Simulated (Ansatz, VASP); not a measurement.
**TaN: VASP beside Ansatz**

```xyz
2
Lattice="2.9763 0.0000 0.0000 -1.4882 2.5776 0.0000 0.0000 0.0000 2.8078" Properties=species:S:1:pos:R:3 pbc="T T T"
Ta    0.0000    1.7184    1.2091
N     0.0000    0.0000    0.1948
```

Alike in both runs: task relaxation of cell and atoms; functional PBE; k mesh 6 × 6 × 6; occupations gaussian, width 0.1 eV; no spin polarisation.

|  | VASP | Ansatz |
| --- | --- | --- |
| version | VASP 6.6.1 | Ansatz 0.2.0 |
| potentials or method | VASP PAW PBE potentials, release 64 (Ta_pv, N), cutoff 600 eV | scalar-relativistic, plane waves, PAW |
| valence electrons in the cell | 16 | 18 |

Ansatz gave:

* gap on the k mesh at the Fermi level, each at its own relaxed structure (eV): none
* relaxed volume (Å³/atom): 10.92
* relaxed length of the cell vector where the two differ most in proportion (Å): 2.896

Task: Estimate VASP's values.

Result: gap on the k mesh at the Fermi level, each at its own relaxed structure (eV): none; relaxed volume (Å³/atom): 10.95; relaxed length of the cell vector where the two differ most in proportion (Å): 2.899.

A gap of «none» marks a metal or a gap that the smearing closes. VASP's potentials hold 16 valence electrons a cell and Ansatz's 18, so a difference there can come from the potentials and not from the codes.

The k mesh is coarse, so the values compare programs but aren't converged. Spin-orbit coupling is off throughout.
